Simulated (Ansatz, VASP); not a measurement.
Given: the input of a run of VASP 6.6.1 on Zn.

The input POSCAR:

```
Zn
1.0
    0.0000000000      1.9777881408      1.9777881408
    1.9777881408      0.0000000000      1.9777881408
    1.9777881408      1.9777881408      0.0000000000
Zn
1
Direct
    0.0000000000      0.0000000000      0.0000000000
```

INCAR.step1

```
PREC     = Accurate       # precision mode
ENCUT    = 520            # plane-wave cutoff, eV
EDIFF    = 1E-5           # SCF threshold, eV
ISMEAR   = -1             # smearing method
SIGMA    = 0.05           # smearing width, eV
LREAL    = False          # projectors in reciprocal space
LASPH    = True           # aspherical terms in the spheres
NELM     = 80             # most SCF steps
ALGO     = Normal         # electronic algorithm
ISIF     = 2              # what is computed and relaxed
LWAVE    = True           # write WAVECAR
LCHARG   = False          # write CHGCAR
NBANDS   = 12             # bands
GGA      = PE             # functional
```

INCAR.step2

```
PREC     = Accurate       # precision mode
ENCUT    = 520            # plane-wave cutoff, eV
EDIFF    = 1E-6           # SCF threshold, eV
ISMEAR   = -1             # smearing method
SIGMA    = 0.05           # smearing width, eV
LREAL    = False          # projectors in reciprocal space
LASPH    = True           # aspherical terms in the spheres
NELM     = 80             # most SCF steps
ALGO     = Normal         # electronic algorithm
ISIF     = 2              # what is computed and relaxed
LWAVE    = False          # write WAVECAR
LCHARG   = False          # write CHGCAR
GGA      = PE             # functional
LHFCALC  = True           # exact exchange
AEXX     = 0.25           # exact-exchange fraction
PRECFOCK = Normal       
NBANDS   = 12             # bands
ISTART   = 1
```

File KPOINTS:

```
Automatic mesh
0
Gamma
  6 6 6
```

Potentials or basis: VASP PAW PBE potentials, release 64 (Zn).

Launch:

```console
$ cat potpaw_PBE.64/Zn/POTCAR > POTCAR
$ cp INCAR.step1 INCAR
$ mpirun -np 1 vasp_std > vasp.out
$ cp INCAR.step2 INCAR
$ mpirun -np 1 vasp_std > vasp.out
```

Problem. Set up the same calculation for Ansatz 0.2.0. Potentials there: Ansatz PAW.

Solution. As run (the cutoff follows the program's own potentials):

Contents of input.yaml:

```yaml
crystal:
  lattice:
    - [0.0, 1.9777881408, 1.9777881408]
    - [1.9777881408, 0.0, 1.9777881408]
    - [1.9777881408, 1.9777881408, 0.0]
  atoms:
    - { symbol: Zn, position: [0.0, 0.0, 0.0] }
hamiltonian:
  xc: pbe0
  pseudopotentials: { kind: paw }
kpoints:
  mp_grid: { grid: [6, 6, 6] }
scf:
  occupations: { method: fermi_dirac, width: 0.05 }
output:
  forces: true
  stress: true
  eigenvalues: true
```

Potentials or basis: Ansatz PAW.

Launch:

```bash
$ ansatz run input.yaml --threads 2 --pin off --max-ram 5632MiB --backend cpu --events-out ev --progress --plain --runs-dir out
```

Both were run:

|  | VASP | Ansatz | Ansatz less VASP |
| --- | --- | --- | --- |
| gap on the k mesh at the Fermi level (eV) | none | none | - |
| pressure (GPa) | -2.4 | -2.3 | +0.06 |

A gap of «none» marks a metal or a gap that the smearing closes. The functional is the same, so the differences come from potentials, cutoffs and numerics.

The k mesh is coarse, so the values compare programs but aren't converged.
